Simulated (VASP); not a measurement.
Input of a VASP 6.6.1 run:

File INCAR:

```
PREC = Accurate ; ENCUT = 600
EDIFF = 1E-7 ; ISMEAR = 0
SIGMA = 0.02 ; LREAL = False
LASPH = True ; NELM = 80
ALGO = Normal ; ISIF = 3
LWAVE = False ; LCHARG = False
GGA = PE ; IBRION = 2
NSW = 100 ; EDIFFG = -0.002
```

KPOINTS

```
Automatic mesh
0
Gamma
  9 9 6
```

POSCAR

```
AlN
1.0
    3.1285881400      0.0000000000      0.0000000000
   -1.5642940700      2.7094368000      0.0000000000
    0.0000000000      0.0000000000      5.0169550000
Al N
2 2
Direct
    0.6666666700      0.3333333300      0.4992870000
    0.3333333300      0.6666666700      0.9992870000
    0.6666666700      0.3333333300      0.8807130000
    0.3333333300      0.6666666700      0.3807130000
```

Potentials or basis: VASP PAW PBE potentials, release 64 (Al, N).

Command:

```sh
$ cat potpaw_PBE.64/Al/POTCAR potpaw_PBE.64/N/POTCAR > POTCAR
$ mpirun -np 1 vasp_std > vasp.out
```

Q: Estimate the relaxed volume.

A: 10.62 Å³/atom.

Q: Predict the relaxed cell.

A: a = 3.128 Å, b = 3.128 Å, c = 5.016 Å, α = 90.00°, β = 90.00°, γ = 120.00°.

Q: What does it give for the band gap on the k mesh?

A: 4.06 eV, direct.

Final structure:
```xyz
4
Lattice="3.1278 0.0000 0.0000 -1.5639 2.7087 0.0000 0.0000 0.0000 5.0155" Properties=species:S:1:pos:R:3 pbc="T T T"
Al    1.5639    0.9029    2.5041
Al    0.0000    1.8058    5.0119
N     1.5639    0.9029    4.4173
N     0.0000    1.8058    1.9096
```

A k mesh can miss the band edges.
